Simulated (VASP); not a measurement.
# Hg (P-1) in VASP: single point with PBEsol

Aim: the single point of Hg with PBEsol.

Everything below comes from runs of VASP 6.6.1. Logs are shortened: lines on timing, memory, paths and dates and some standing lists are left out, and cuts for length are marked.

### Step 1. The cell of the first run

The typed cell holds 2 atoms: a = 3.330 Å, b = 3.369 Å, c = 5.452 Å, α = 90.11°, β = 89.49°, γ = 120.85°.

### Step 2. Single point, PBEsol (atoms moved at random and the cell strained at random)

INCAR

```
SYSTEM = Hg
  PREC = Accurate
  ENCUT = 520
  EDIFF = 1E-6
  ISMEAR = 0
  SIGMA = 0.05
  LREAL = .False.
  LASPH = .True.
  NELM = 100
  ALGO = Fast
  ISIF = 2
  LWAVE = .False.
  LCHARG = .False.
  GGA = PS
  NBANDS = 19
```

KPOINTS

```
Automatic mesh
0
Gamma
  12 12 8
  0 0 0
```

POSCAR

```
Hg
1.0
    3.3297762188     -0.0362451469      0.0150934900
   -1.6962773274      2.9112670955     -0.0032595834
    0.0239257105      0.0078471940      5.4515499633
Hg
2
Direct
    0.6864835467      0.3275861942      0.7730740567
    0.3135164533      0.6724138058      0.2269259433
```

Potentials or basis: VASP PAW PBE potentials, release 64 (Hg).

Command:

```
$ cat potpaw_PBE.64/Hg/POTCAR > POTCAR
$ mpirun -np 1 vasp_std > vasp.out
```

OUTCAR:

```text
SYSTEM = Hg
   PREC = Accurate
   ENCUT = 520
   EDIFF = 1E-6
   ISMEAR = 0
   LREAL = .False.
   LASPH = .True.
   NELM = 100
   ISIF = 2
   GGA = PS

 ion  position               nearest neighbor table
   1  0.686  0.328  0.773-   2 3.07   2 3.11   2 3.23   2 3.46   2 3.54   2 3.65
   2  0.314  0.672  0.227-   1 3.07   1 3.11   1 3.23   1 3.46   1 3.54   1 3.65

  LATTYP: Found a triclinic cell.
 ALAT       =     3.3300076864
 B/A-ratio  =     1.0118289231
 C/A-ratio  =     1.6371157747
 COS(alpha) =     0.0019331398
 COS(beta)  =     0.0089052921
 COS(gamma) =     0.5128101675

  Lattice vectors:

 A1 = (  -3.3297762188,   0.0362451469,  -0.0150934900)
 A2 = (  -1.6962773274,   2.9112670955,  -0.0032595834)
 A3 = (  -0.0239257105,  -0.0078471940,  -5.4515499633)

Analysis of symmetry for initial positions (statically):
=====================================================================
 Subroutine PRICEL returns:
 Original cell was already a primitive cell.

 Routine SETGRP: Setting up the symmetry group for a
 triclinic supercell.

 Subroutine GETGRP returns: Found  2 space group operations
 (whereof  2 operations were pure point group operations)
 out of a pool of  2 trial point group operations.

The static configuration has the point symmetry S_2 .

Analysis of symmetry for dynamics (positions and initial velocities):
=====================================================================
 Subroutine PRICEL returns:
 Original cell was already a primitive cell.

 Routine SETGRP: Setting up the symmetry group for a
 triclinic supercell.

 Subroutine GETGRP returns: Found  2 space group operations
 (whereof  2 operations were pure point group operations)
 out of a pool of  2 trial point group operations.

The dynamic configuration has the point symmetry S_2 .

 Subroutine INISYM returns: Found  2 space group operations
 (whereof  2 operations are pure point group operations),
 and found     1 'primitive' translations

----------------------------------------------------------------------------------------

                                     Primitive cell

  volume of cell :      52.5103

  direct lattice vectors                    reciprocal lattice vectors
     3.329776219 -0.036245147  0.015093490     0.302244563  0.176103886 -0.001579980
    -1.696277327  2.911267095 -0.003259583     0.003765181  0.345686288 -0.000514120
     0.023925710  0.007847194  5.451549963    -0.000834561 -0.000280880  0.183438137

  length of vectors
     3.330007686  3.369398091  5.451608113     0.349809736  0.345707175  0.183440251

  position of ions in fractional coordinates (direct lattice)
     0.686483547  0.327586194  0.773074057
     0.313516453  0.672413806  0.226925943

  ion indices of the primitive-cell ions
   primitive index   ion index
                 1           1
                 2           2

----------------------------------------------------------------------------------------

 KPOINTS: Automatic mesh

Automatic generation of k-mesh.
 Grid dimensions read from file:
 generate k-points for:   12   12    8

 Generating k-lattice:

  Cartesian coordinates                     Fractional coordinates (reciprocal lattice)
     0.025187047  0.014675324 -0.000131665     0.083333333 -0.000000000  0.000000000
     0.000313765  0.028807191 -0.000042843    -0.000000000  0.083333333 -0.000000000
    -0.000104320 -0.000035110  0.022929767     0.000000000  0.000000000  0.125000000

  Length of vectors
     0.029150811  0.028808931  0.022930031

  Shift w.r.t. Gamma in fractional coordinates (k-lattice)
     0.000000000  0.000000000  0.000000000

 Subroutine IBZKPT returns following result:
 ===========================================

 Found    580 irreducible k-points:

 Following reciprocal coordinates:
            Coordinates               Weight
  0.000000  0.000000  0.000000      1.000000
  0.083333 -0.000000 -0.000000      2.000000
  0.166667 -0.000000 -0.000000      2.000000
  0.250000  0.000000 -0.000000      2.000000
  0.333333  0.000000  0.000000      2.000000
  0.416667  0.000000 -0.000000      2.000000
[... 16 lines left out ...]
  0.250000  0.166667  0.000000      2.000000
  0.333333  0.166667  0.000000      2.000000
 [... further k-points ...]
   k-points           NKPTS =    580   k-points in BZ     NKDIM =    580   number of bands    NBANDS=     19
   number of dos      NEDOS =    301   number of ions     NIONS =      2
   total plane-waves  NPLWV =  32928
   dimension x,y,z NGX =    28 NGY =   28 NGZ =   42
   dimension x,y,z NGXF=    56 NGYF=   56 NGZF=   84
   ions per type =               2
   NGX,Y,Z   is equivalent  to a cutoff of  13.98, 13.82, 12.81 a.u.
   NGXF,Y,Z  is equivalent  to a cutoff of  27.96, 27.63, 25.62 a.u.
 SYSTEM =  Hg
   PREC   = accura    normal or accurate (medium, high low for compatibility)
   ISTART =      0    job   : 0-new  1-cont  2-samecut
   ICHARG =      2    charge: 1-file 2-atom 10-const
   ISPIN  =      1    spin polarized calculation?
   LNONCOLLINEAR =      F non collinear calculations
   LSORBIT =      F    spin-orbit coupling
   LASPH  =      T    aspherical Exc in radial PAW
   ENCUT  =  520.0 eV  38.22 Ry    6.18 a.u.   6.19  6.26 10.14*2*pi/ulx,y,z
   NELM   =    100;   NELMIN=  2; NELMDL= -5     # of ELM steps
   EDIFF  = 0.1E-05   stopping-criterion for ELM
   LREAL  =      F    real-space projection
   EDIFFG = 0.1E-04   stopping-criterion for IOM
   NSW    =      0    number of steps for IOM
   IBRION =     -1    ionic relax: 0-MD 1-quasi-New 2-CG
   NFREE  =      0    steps in history (QN), initial steepest desc. (CG)
   ISIF   =      2    stress and relaxation
   ISYM   =      2    0-nonsym 1-usesym 2-fastsym
   POTIM  = 0.5000    time-step for ionic-motion
   TEBEG  =    0.0;   TEEND  =   0.0 temperature during run
   PSTRESS=    0.0 pullay stress
   NELECT =      24.0000    total number of electrons
   NUPDOWN=      -1.0000    fix difference up-down
   EMIN   =  10.00;   EMAX   =-10.00  energy-range for DOS
   EFERMI =   0.00;   METHOD = LEGACY
   ISMEAR =     0;   SIGMA  =   0.05  broadening in eV -4-tet -1-fermi 0-gaus
   EFERMI_NEDOS =   21; number of points for ismear=-14 and -15
   IALGO  =     68    algorithm
   IMIX   =      4    mixing-type and parameters
     AMIX     =   0.40;   BMIX     =  1.00
     AMIX_MAG =   1.60;   BMIX_MAG =  1.00
  volume/ion in A,a.u.               =      26.26       177.18
  Fermi-wavevector in a.u.,A,eV,Ry     =   1.261045  2.383029 21.636445  1.590234
  Thomas-Fermi vector in A             =   2.394524
   LORBIT       =      0    0 simple, 1 ext, 2 COOP (PROOUT), +10 PAW based schemes
   GGA     = PS    functional components
   LHFCALC =     F    Hartree Fock is set to
   AEXX    =    0.0000 exact exchange contribution
   IVDW    =     0    specifies the selected vdW correction
   LEPSILON=     F    determine dielectric tensor
   LRPA    =     F    only Hartree local field effects (RPA)
 non-spin polarized calculation
 RMM-DIIS sequential band-by-band and
 Gauss-broadening in eV      SIGMA  =   0.05
  energy-cutoff  :      520.00
  volume of cell :       52.51
 maximum number of plane-waves:      1430
 NGX is ok and might be reduce to    28
   NGX = 13   NGY = 13   NGZ = 21

 number of electron      23.9999998 magnetization

 Free energy of the ion-electron system (eV)
  ---------------------------------------------------
  ext. energy  EPLUGINS =         0.00000000
  ---------------------------------------------------
  free energy    TOTEN  =        -1.00927108 eV

  energy without entropy =       -1.00851869  energy(sigma->0) =       -1.00889489

 E-fermi :   1.4313     XC(G=0): -10.4510

 val. band max:        1.4228978812   @ k =  -0.4167   0.2500   0.0000
 cond. band min:       1.4353744138   @ k =  -0.4167   0.3333   0.0000
 fundamental gap:      0.0124765326
 Fermi energy:         1.4312506417

 k-point     1 :       0.0000    0.0000    0.0000
  band No.  band energies     occupation
      1      -6.6134      2.00000
      2      -5.7492      2.00000
      3      -4.9560      2.00000
      4      -4.9334      2.00000
      5      -4.8631      2.00000
      6      -4.8489      2.00000
[... 11 lines left out ...]
     18      15.6017      0.00000
     19      15.8413      0.00000

 k-point     2 :       0.0833   -0.0000   -0.0000
  band No.  band energies     occupation
      1      -6.4676      2.00000
      2      -5.6728      2.00000
      3      -4.9760      2.00000
      4      -4.8845      2.00000
      5      -4.8752      2.00000
      6      -4.8580      2.00000
[... 11 lines left out ...]
     18      15.8510      0.00000
     19      16.2129      0.00000

 k-point     3 :       0.1667   -0.0000   -0.0000
  band No.  band energies     occupation
      1      -6.0657      2.00000
      2      -5.4986      2.00000
      3      -5.0393      2.00000
      4      -4.9617      2.00000
      5      -4.8205      2.00000
      6      -4.7179      2.00000
[... 11 lines left out ...]
     18      15.1637      0.00000
     19      15.9026      0.00000

 k-point     4 :       0.2500    0.0000   -0.0000
  band No.  band energies     occupation
      1      -5.6071      2.00000
      2      -5.4352      2.00000
      3      -5.1362      2.00000
      4      -4.8987      2.00000
      5      -4.8449      2.00000
      6      -4.6692      2.00000
[... 407 lines left out ...]
     18      12.7328      0.00000
     19      13.6371      0.00000

 k-point    23 :       0.2500    0.1667    0.0000
  band No.  band energies     occupation
      1      -5.3697      2.00000
      2      -5.3189      2.00000
      3      -5.2717      2.00000
      4      -4.9733      2.00000
      5      -4.8037      2.00000
      6      -4.6410      2.00000
[... 11 lines left out ...]
     18      11.1968      0.00000
     19      12.7353      0.00000

 k-point    24 :       0.3333    0.1667    0.0000
  band No.  band energies     occupation
      1      -5.4353      2.00000
      2      -5.4146      2.00000
      3      -5.2936      2.00000
      4      -4.9914      2.00000
      5      -4.6876      2.00000
      6      -4.5844      2.00000
[... 11 lines left out ...]
     18      10.5257      0.00000
     19      12.3102      0.00000

 [... further k-points ...]

------------------------ aborting loop because EDIFF is reached ----------------------------------------

  FORCE on cell =-STRESS in cart. coord.  units (eV):
  Direction    XX          YY          ZZ          XY          YZ          ZX
  --------------------------------------------------------------------------------------
  -------------------------------------------------------------------------------------
  Total       -0.3850497     -0.2646043     -0.2820597      0.0786111     -0.0061818      0.1016091
  in kB      -11.7485204     -8.0735243     -8.6061200      2.3985588     -0.1886181      3.1002653
  external PRESSURE =      -9.4760549 kB  Pullay stress =       0.0000000 kB

 VOLUME and BASIS-vectors are now :
 -----------------------------------------------------------------------------
  energy-cutoff  :      520.00
  volume of cell :       52.51
      direct lattice vectors                 reciprocal lattice vectors
     3.329776219 -0.036245147  0.015093490     0.302244563  0.176103886 -0.001579980
    -1.696277327  2.911267095 -0.003259583     0.003765181  0.345686288 -0.000514120
     0.023925710  0.007847194  5.451549963    -0.000834561 -0.000280880  0.183438137

 POSITION                                       TOTAL-FORCE (eV/Angst)
 -----------------------------------------------------------------------------------
      1.74866      0.93488      4.22375        -0.024982      0.002791     -0.422661
     -0.09123      1.94799      1.23964         0.024982     -0.002791      0.422661
 -----------------------------------------------------------------------------------
    total drift:                                0.000000     -0.000000      0.000000

  FREE ENERGIE OF THE ION-ELECTRON SYSTEM (eV)
  ---------------------------------------------------
  free  energy   TOTEN  =        -1.0092710819 eV

  energy  without entropy=       -1.0085186916  energy(sigma->0) =       -1.00889489
```

It took 6.5 min on 1 thread of Intel Xeon Platinum 8488C (Sapphire Rapids), shared host; peak memory 0.54 GiB.

Results:

| Item | Value |
| --- | --- |
| Free energy | -1.0093 eV |
| Pressure | -0.9 GPa |
| Largest force | 0.423 eV/Å |
| Band gap on the k mesh | zero (bands 12 and 13 overlap by 1.03 eV) |

Forces on the atoms (eV/Å):
```
Hg  -0.025  0.003 -0.423
Hg   0.025 -0.003  0.423
```

Levels at points of the mesh, in eV from the Fermi level:
```csv
k point,band 8,band 9,band 10,band 11,band 12,band 13,band 14,band 15,band 16,band 17
"(0.00, 0.00, 0.00)",-5.98,-5.88,-5.51,-5.32,-1.49,-0.82,11.85,12.13,13.01,13.24
"(0.50, 0.00, 0.00)",-5.41,-5.39,-5.27,-2.02,-1.78,2.67,3.17,4.74,6.68,6.82
"(0.00, 0.50, 0.00)",-5.42,-5.39,-5.29,-2.18,-1.83,2.58,3.03,4.45,6.93,7.05
"(0.50, 0.50, 0.00)",-5.39,-5.39,-5.26,-2.32,-1.73,2.42,2.96,3.96,7.19,7.37
"(0.00, 0.00, 0.50)",-5.77,-5.69,-5.54,-5.48,-5.37,5.68,7.19,12.45,12.77,12.79
"(0.50, 0.00, 0.50)",-5.38,-5.36,-5.30,-1.18,-0.52,-0.33,0.44,8.10,9.12,9.26
"(0.00, 0.50, 0.50)",-5.39,-5.38,-5.31,-1.38,-0.73,-0.36,0.47,8.40,9.33,9.39
"(0.50, 0.50, 0.50)",-5.48,-5.37,-5.33,-1.64,-0.95,-0.25,0.64,8.65,9.28,9.72
```

Caveat: the cell differs from its parent crystal (atoms moved at random and the cell strained at random); the PAW data sets were made with another functional, which shifts forces and pressure a little; spin-orbit coupling is left out, which moves the levels of the heavy elements.
